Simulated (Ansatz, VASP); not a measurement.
# Two plane-wave programs on AlN

```
CELL_PARAMETERS angstrom
3.11100 0.00000 0.00000
-1.55550 2.69421 0.00000
0.00000 0.00000 4.97800
ATOMIC_POSITIONS crystal
Al 0.33333 0.66667 0.00000
Al 0.66667 0.33333 0.50000
N 0.44468 0.88937 0.38500
N 0.66667 0.33333 0.88500
```

Alike in both runs: task single point; functional PBE; k mesh 12 × 12 × 6; occupations gaussian, width 0.05 eV; no spin polarisation.

|  | VASP | Ansatz |
| --- | --- | --- |
| version | VASP 6.6.1 | Ansatz 0.2.0 |
| potentials or method | VASP PAW PBE potentials, release 64 (Al, N), cutoff 520 eV | scalar-relativistic, plane waves, PAW |
| valence electrons in the cell | 16 | 16 |

VASP gave:

```
gap on the k mesh at the Fermi level (eV) : 3.59
least direct gap on the mesh (eV)         : 3.59
rms of the force components (eV/Å)        : 14.281
```

**Question.** What did Ansatz give for the same quantities?

**Answer.** gap on the k mesh at the Fermi level (eV): 3.61; least direct gap on the mesh (eV): 3.61; rms of the force components (eV/Å): 14.616.

Atom by atom the forces differ by 0.336 eV/Å (rms over components).
